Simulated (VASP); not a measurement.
# Cu (P2/m) in VASP: notebook

Runs on Cu. Level: r2SCAN. Tasks: single point.

Everything below comes from runs of VASP 6.6.1. Logs are shortened: lines on timing, memory, paths and dates and some standing lists are left out, and cuts for length are marked.

### 1 The cell of the first run

The structure is monoclinic, space group P2/m (No. 10). Conventional cell: a = 11.253 Å, b = 2.177 Å, c = 21.615 Å, α = 90.00°, β = 101.93°, γ = 90.00°. Cu (site symmetry 2/m) has 2 Cu at 2.18 Å within 2.9 Å.

### 2 Single point, r2SCAN

Input file POSCAR:

```
Cu
1.0
   11.2530997569      0.0000000000      0.0000000000
    0.0000000000      2.1768599819      0.0000000000
   -4.4696525519      0.0000000000     21.1473762129
Cu
1
Direct
    0.5000000000      0.5000000000      0.5000000000
```

Input file INCAR.step1:

```
SYSTEM = Cu
ALGO = Normal ; EDIFF = 1E-5
ENCUT = 660 ; GGA = PE
GGA_COMPAT = .False. ; ISMEAR = -1
LASPH = .True. ; LCHARG = .False.
LREAL = .False. ; LWAVE = .True.
NBANDS = 12 ; NELM = 120
PREC = Accurate ; SIGMA = 0.1
```

Input file INCAR.step2:

```
SYSTEM = Cu
ALGO = Normal ; EDIFF = 1E-6
ENCUT = 660 ; GGA_COMPAT = .False.
ISIF = 2 ; ISMEAR = -1
ISTART = 1 ; LASPH = .True.
LCHARG = .True. ; LELF = .True.
LMIXTAU = .True. ; LREAL = .False.
LVHAR = .True. ; LWAVE = .False.
METAGGA = R2SCAN ; NBANDS = 12
NELM = 120 ; PREC = Accurate
SIGMA = 0.1
```

Input file KPOINTS:

```
k-points
0
Gamma
  3 13 2
  0 0 0
```

Potentials or basis: VASP PAW PBE potentials, release 64 (Cu).

Run with:

```
> cat potpaw_PBE.64/Cu/POTCAR > POTCAR
> cp INCAR.step1 INCAR
> mpirun -np 1 vasp_std > vasp.out
> cp INCAR.step2 INCAR
> mpirun -np 1 vasp_std > vasp.out
```

OUTCAR:

```text
SYSTEM = Cu
   EDIFF = 1E-6
   ENCUT = 660
   ISIF = 2
   ISMEAR = -1
   ISTART = 1
   LASPH = .True.
   LREAL = .False.
   METAGGA = R2SCAN
   NELM = 120
   PREC = Accurate

 ion  position               nearest neighbor table
   1  0.500  0.500  0.500-

  LATTYP: Found a simple monoclinic cell.
 ALAT       =    11.2530997569
 B/A-ratio  =     0.1934453643
 C/A-ratio  =     1.9207652137
 COS(beta)  =    -0.2067889433

  Lattice vectors:

 A1 = (  11.2530997569,   0.0000000000,   0.0000000000)
 A2 = (   0.0000000000,   2.1768599819,   0.0000000000)
 A3 = (  -4.4696525519,   0.0000000000,  21.1473762129)

Analysis of symmetry for initial positions (statically):
=====================================================================
 Subroutine PRICEL returns:
 Original cell was already a primitive cell.

 Routine SETGRP: Setting up the symmetry group for a
 simple monoclinic supercell.

 Subroutine GETGRP returns: Found  4 space group operations
 (whereof  4 operations were pure point group operations)
 out of a pool of  4 trial point group operations.

The static configuration has the point symmetry C_2h.

Analysis of symmetry for dynamics (positions and initial velocities):
=====================================================================
 Subroutine PRICEL returns:
 Original cell was already a primitive cell.

 Routine SETGRP: Setting up the symmetry group for a
 simple monoclinic supercell.

 Subroutine GETGRP returns: Found  4 space group operations
 (whereof  4 operations were pure point group operations)
 out of a pool of  4 trial point group operations.

The dynamic configuration has the point symmetry C_2h.

 Subroutine INISYM returns: Found  4 space group operations
 (whereof  4 operations are pure point group operations),
 and found     1 'primitive' translations

----------------------------------------------------------------------------------------

                                     Primitive cell

  volume of cell :     518.0351

  direct lattice vectors                    reciprocal lattice vectors
    11.253099757  0.000000000  0.000000000     0.088864404  0.000000000  0.018782141
     0.000000000  2.176859982  0.000000000     0.000000000  0.459377272  0.000000000
    -4.469652552  0.000000000 21.147376213     0.000000000  0.000000000  0.047287190
[... 86 lines left out ...]
   IBRION =     -1    ionic relax: 0-MD 1-quasi-New 2-CG
   NFREE  =      0    steps in history (QN), initial steepest desc. (CG)
   ISIF   =      2    stress and relaxation
   ISYM   =      2    0-nonsym 1-usesym 2-fastsym
   POTIM  = 0.5000    time-step for ionic-motion
   TEBEG  =    0.0;   TEEND  =   0.0 temperature during run
   PSTRESS=    0.0 pullay stress
   NELECT =      11.0000    total number of electrons
   NUPDOWN=      -1.0000    fix difference up-down
   EMIN   =  10.00;   EMAX   =-10.00  energy-range for DOS
   EFERMI =   0.00;   METHOD = LEGACY
   ISMEAR =    -1;   SIGMA  =   0.10  broadening in eV -4-tet -1-fermi 0-gaus
   EFERMI_NEDOS =   21; number of points for ismear=-14 and -15
   IALGO  =     38    algorithm
   IMIX   =      4    mixing-type and parameters
     AMIX     =   0.40;   BMIX     =  1.00
     AMIX_MAG =   1.60;   BMIX_MAG =  1.00
  volume/ion in A,a.u.               =     518.04      3495.87
  Fermi-wavevector in a.u.,A,eV,Ry     =   0.453335  0.856679  2.796170  0.205513
  Thomas-Fermi vector in A             =   1.435700
   LORBIT       =      0    0 simple, 1 ext, 2 COOP (PROOUT), +10 PAW based schemes
   METAGGA = R2SCAN    functional components
   LHFCALC =     F    Hartree Fock is set to
   AEXX    =    0.0000 exact exchange contribution
   IVDW    =     0    specifies the selected vdW correction
   LEPSILON=     F    determine dielectric tensor
   LRPA    =     F    only Hartree local field effects (RPA)
 non-spin polarized calculation
  energy-cutoff  :      660.00
  volume of cell :      518.04
 maximum number of plane-waves:     20067
 NGX is ok and might be reduce to    96
   NGX = 47   NGY =  9   NGZ = 91

 number of electron      11.0000004 magnetization

 Free energy of the ion-electron system (eV)
  ---------------------------------------------------
  ext. energy  EPLUGINS =         0.00000000
  ---------------------------------------------------
  free energy    TOTEN  =        -8.50747184 eV

  energy without entropy =       -8.47851433  energy(sigma->0) =       -8.49299308

 E-fermi :  -4.9376     XC(G=0):  -0.6777

 val. band max:       -5.1201760530   @ k =   0.0000   0.0000   0.0000
 cond. band min:      -4.3225424753   @ k =   0.0000   0.3077   0.5000
 fundamental gap:      0.7976335777
 Fermi energy:        -4.9375830410

 k-point     1 :       0.0000    0.0000    0.0000
  band No.  band energies     occupation
      1      -8.9440      2.00000
      2      -6.3936      2.00000
      3      -6.1816      1.99999
      4      -6.1812      1.99999
      5      -5.1203      1.72288
      6      -5.1202      1.72255
      7      -2.0558      0.00000
      8      -2.0490      0.00000
      9       0.2502      0.00000
     10       0.6119      0.00000
     11       0.6687      0.00000
     12       1.2854      0.00000
[... 331 lines left out ...]
 k-point    24 :       0.3333    0.3077    0.5000
  band No.  band energies     occupation
      1      -6.7275      2.00000
      2      -6.7274      2.00000
      3      -6.0636      1.99997
      4      -5.8415      1.99976
      5      -5.8412      1.99976
      6      -4.3225      0.00425
      7       1.6276      0.00000
      8       1.6361      0.00000
      9       3.4670      0.00000
     10       3.5727      0.00000
     11       3.8636      0.00000
     12       4.0047      0.00000

 [... further k-points ...]

------------------------ aborting loop because EDIFF is reached ----------------------------------------

  FORCE on cell =-STRESS in cart. coord.  units (eV):
  Direction    XX          YY          ZZ          XY          YZ          ZX
  --------------------------------------------------------------------------------------
  -------------------------------------------------------------------------------------
  Total       -0.0009738      1.3706871     -0.0132790      0.0000000      0.0000000      0.0019763
  in kB       -0.0030119      4.2392571     -0.0410694      0.0000000      0.0000000      0.0061122
  external PRESSURE =       1.3983920 kB  Pullay stress =       0.0000000 kB

 VOLUME and BASIS-vectors are now :
 -----------------------------------------------------------------------------
  energy-cutoff  :      660.00
  volume of cell :      518.04
      direct lattice vectors                 reciprocal lattice vectors
    11.253099757  0.000000000  0.000000000     0.088864404  0.000000000  0.018782141
     0.000000000  2.176859982  0.000000000     0.000000000  0.459377272  0.000000000
    -4.469652552  0.000000000 21.147376213     0.000000000  0.000000000  0.047287190

 POSITION                                       TOTAL-FORCE (eV/Angst)
 -----------------------------------------------------------------------------------
      3.39172      1.08843     10.57369        -0.000000      0.000000      0.000000
 -----------------------------------------------------------------------------------
    total drift:                                0.000000     -0.000000     -0.000000

  FREE ENERGIE OF THE ION-ELECTRON SYSTEM (eV)
  ---------------------------------------------------
  free  energy   TOTEN  =        -8.5074718387 eV

  energy  without entropy=       -8.4785143260  energy(sigma->0) =       -8.49299308
```

Wall time 15 min (1 thread of Intel Xeon 6975P-C (Granite Rapids), shared host); peak memory 0.87 GiB.

What came out:

* Free energy: -8.5075 eV
* Pressure: 0.1 GPa
* Band gap on the k mesh: zero (an odd number of electrons rules out a gap without spin polarisation)

Stress tensor (GPa, compression positive):
```
0.00 0.00 0.00
0.00 0.42 0.00
0.00 0.00 0.00
```

Levels at points of the mesh, in eV from the Fermi level:
```
           k point  band 4  band 5  band 6  band 7  band 8  band 9
(0.00, 0.00, 0.00)   -1.24   -0.18   -0.18    2.88    2.89    5.19
(0.00, 0.00, 0.50)   -1.24   -0.18   -0.18    2.88    2.89    5.26
```

Caveat: the PAW data sets were made with another functional, which shifts forces and pressure a little.

### 3 Single point, r2SCAN

This run uses another cell than the first one.

Input file POSCAR:

```
Cu
1.0
   11.3607914655      0.0000000000      0.0000000000
    0.0000000000      2.1976924437      0.0000000000
   -4.5124269457      0.0000000000     21.3497557462
Cu
1
Direct
    0.5000000000      0.5000000000      0.5000000000
```

Input file INCAR.step1:

```
SYSTEM = Cu
ALGO = Normal ; EDIFF = 1E-5
ENCUT = 660 ; GGA = PE
GGA_COMPAT = .FALSE. ; ISMEAR = -1
LASPH = .TRUE. ; LCHARG = .FALSE.
LREAL = .FALSE. ; LWAVE = .TRUE.
NBANDS = 12 ; NELM = 120
PREC = Accurate ; SIGMA = 0.1
```

Input file INCAR.step2:

```
SYSTEM = Cu
ALGO = Normal ; EDIFF = 1E-6
ENCUT = 660 ; GGA_COMPAT = .FALSE.
ISIF = 2 ; ISMEAR = -1
ISTART = 1 ; LASPH = .TRUE.
LCHARG = .FALSE. ; LMIXTAU = .TRUE.
LREAL = .FALSE. ; LWAVE = .FALSE.
METAGGA = R2SCAN ; NBANDS = 12
NELM = 120 ; PREC = Accurate
SIGMA = 0.1
```

Input file KPOINTS:

```
k-points
0
G
  3 13 2
  0 0 0
```

Potentials or basis: VASP PAW PBE potentials, release 64 (Cu).

Run with:

```
> cat potpaw_PBE.64/Cu/POTCAR > POTCAR
> cp INCAR.step1 INCAR
> mpirun -np 1 vasp_std > vasp.out
> cp INCAR.step2 INCAR
> mpirun -np 1 vasp_std > vasp.out
```

Run time: 15 min. Hardware: 1 thread of Intel Xeon 6975P-C (Granite Rapids), shared host; peak memory 0.87 GiB.

It converged, with:

| Property | Result |
| --- | --- |
| Free energy | -8.5188 eV |
| Pressure | 0.1 GPa |
| Band gap on the k mesh | zero (an odd number of electrons rules out a gap without spin polarisation) |

Stress tensor (GPa, compression positive):
```
 0.00  0.00  0.00
 0.00  0.29  0.00
 0.00  0.00 -0.01
```

Levels at points of the mesh, in eV from the Fermi level:
| k point | band 2 | band 3 | band 4 | band 5 | band 6 | band 7 | band 8 | band 9 | band 10 | band 11 |
| --- | --- | --- | --- | --- | --- | --- | --- | --- | --- | --- |
| (0.00, 0.00, 0.00) | -1.40 | -1.20 | -1.20 | -0.19 | -0.19 | 2.91 | 2.92 | 5.19 | 5.55 | 5.60 |
| (0.00, 0.00, 0.50) | -1.40 | -1.20 | -1.20 | -0.19 | -0.19 | 2.91 | 2.92 | 5.27 | 5.32 | 5.90 |

Caveat: the PAW data sets were made with another functional, which shifts forces and pressure a little.

### 4 Single point, r2SCAN

This run uses another cell than the first one.

Input file POSCAR:

```
Cu
1.0
   11.4664793157      0.0000000000      0.0000000000
    0.0000000000      2.2181372684      0.0000000000
   -4.5544054209      0.0000000000     21.5483695306
Cu
1
Direct
    0.5000000000      0.5000000000      0.5000000000
```

Input file INCAR.step1:

```
SYSTEM = Cu
PREC = Accurate
ENCUT = 660
ISMEAR = -1
SIGMA = 0.1
LREAL = .FALSE.
LASPH = .TRUE.
NELM = 120
NBANDS = 12
GGA = PE
ALGO = Normal
EDIFF = 1E-5
LWAVE = .TRUE.
LCHARG = .FALSE.
GGA_COMPAT = .FALSE.
```

Input file INCAR.step2:

```
SYSTEM = Cu
PREC = Accurate
ENCUT = 660
EDIFF = 1E-6
ISMEAR = -1
SIGMA = 0.1
LREAL = .FALSE.
LASPH = .TRUE.
NELM = 120
ALGO = Normal
ISIF = 2
LWAVE = .FALSE.
LCHARG = .FALSE.
METAGGA = R2SCAN
LMIXTAU = .TRUE.
NBANDS = 12
ISTART = 1
GGA_COMPAT = .FALSE.
```

Input file KPOINTS:

```
regular mesh
0
G
  3 13 2
  0 0 0
```

Run with:

```
> cat potpaw_PBE.64/Cu/POTCAR > POTCAR
> cp INCAR.step1 INCAR
> mpirun -np 1 vasp_std > vasp.out
> cp INCAR.step2 INCAR
> mpirun -np 1 vasp_std > vasp.out
```

It took 17 min on 1 thread of Intel Xeon 6975P-C (Granite Rapids), shared host; peak memory 0.95 GiB.

Results (log left out):

* Free energy: -8.5258 eV
* Pressure: 0.1 GPa
* Band gap on the k mesh: zero (an odd number of electrons rules out a gap without spin polarisation)

Stress tensor (GPa, compression positive):
```
0.00 0.00 0.00
0.00 0.18 0.00
0.00 0.00 0.00
```

Levels at points of the mesh, in eV from the Fermi level:
| k point | band 2 | band 3 | band 4 | band 5 | band 6 | band 7 | band 8 | band 9 | band 10 | band 11 |
| --- | --- | --- | --- | --- | --- | --- | --- | --- | --- | --- |
| (0.00, 0.00, 0.00) | -1.35 | -1.16 | -1.16 | -0.19 | -0.19 | 2.94 | 2.95 | 5.19 | 5.54 | 5.60 |
| (0.00, 0.00, 0.50) | -1.35 | -1.16 | -1.16 | -0.19 | -0.19 | 2.94 | 2.95 | 5.26 | 5.33 | 5.89 |

Caveat: the PAW data sets were made with another functional, which shifts forces and pressure a little.

### 5 Summary

```csv
cell,gap on the mesh (eV),pressure (GPa)
"a = 11.253, b = 2.177, c = 21.615 Å, angles 90.0, 101.9, 90.0°, 1 atom",none,0.1
"a = 11.361, b = 2.198, c = 21.821 Å, angles 90.0, 101.9, 90.0°, 1 atom",none,0.1
"a = 11.466, b = 2.218, c = 22.024 Å, angles 90.0, 101.9, 90.0°, 1 atom",none,0.1
```

Alike in all rows: task single point; level r2SCAN; potentials or basis VASP PAW PBE potentials, release 64 (Cu); no spin polarisation; k mesh 3 × 13 × 2; cutoff (eV) 660; smearing fermi-dirac 0.1 eV.

Caveats: the PAW data sets were made with another functional, which shifts forces and pressure a little.

Absolute energies hang on the potentials; compare differences alone.
